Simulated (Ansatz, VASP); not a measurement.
**Rh in VASP and in Ansatz**

File INCAR:

```
PREC = Accurate ; ENCUT = 520
EDIFF = 1E-7 ; ISMEAR = 0
SIGMA = 0.15 ; LREAL = F
LASPH = T ; NELM = 100
ALGO = Fast ; ISIF = 2
LWAVE = F ; LCHARG = F
GGA = PE ; NBANDS = 22
```

KPOINTS

```
regular mesh
0
Gamma
  18 18 10
```

The input POSCAR:

```
Rh
1.0
    2.7521000000      0.0000000000      0.0000000000
   -1.3760500000      2.3833885137      0.0000000000
    0.0000000000      0.0000000000      4.7359000000
Rh
2
Direct
    0.6666666667      0.3333333333      0.7500000000
    0.3333333333      0.6666666667      0.2500000000
```

Input for Ansatz:

```yaml
crystal:
  lattice:
    - [2.7521, 0.0, 0.0]
    - [-1.37605, 2.3833885137, 0.0]
    - [0.0, 0.0, 4.7359]
  atoms:
    - { symbol: Rh, position: [0.6666666667, 0.3333333333, 0.75] }
    - { symbol: Rh, position: [0.3333333333, 0.6666666667, 0.25] }
basis:
  ecutwfc: 420
kpoints:
  mp_grid: { grid: [18, 18, 10] }
hamiltonian:
  xc: pbe
  pseudopotentials: { kind: paw, azcp: { folder: soft_1 } }
scf:
  occupations: { method: gaussian, width: 0.15 }
output:
  forces: true
  stress: true
  eigenvalues: true
```

Alike in both runs: task single point; functional PBE; k mesh 18 × 18 × 10; occupations gaussian, width 0.15 eV; no spin polarisation.

```csv
,VASP,Ansatz
version,VASP 6.6.1,Ansatz 0.2.0
potentials or method,"VASP PAW PBE potentials, release 64 (Rh_pv), cutoff 520 eV","scalar-relativistic, plane waves, PAW"
valence electrons in the cell,30,34
```

Ansatz gave:

* gap on the k mesh at the Fermi level (eV): none
* pressure (GPa): -18.3
* traceless stress, the component that is largest in VASP (GPa): -7.18

**Question.** Which values does VASP return?

**Answer.** gap on the k mesh at the Fermi level (eV): none; pressure (GPa): -18.3; traceless stress, the component that is largest in VASP (GPa): -7.19.

A gap of «none» marks a metal or a gap that the smearing closes. With one functional, cell and mesh, what is left measures potentials, basis and numerics. VASP's potentials hold 30 valence electrons a cell and Ansatz's 34, so a difference there can come from the potentials and not from the codes.
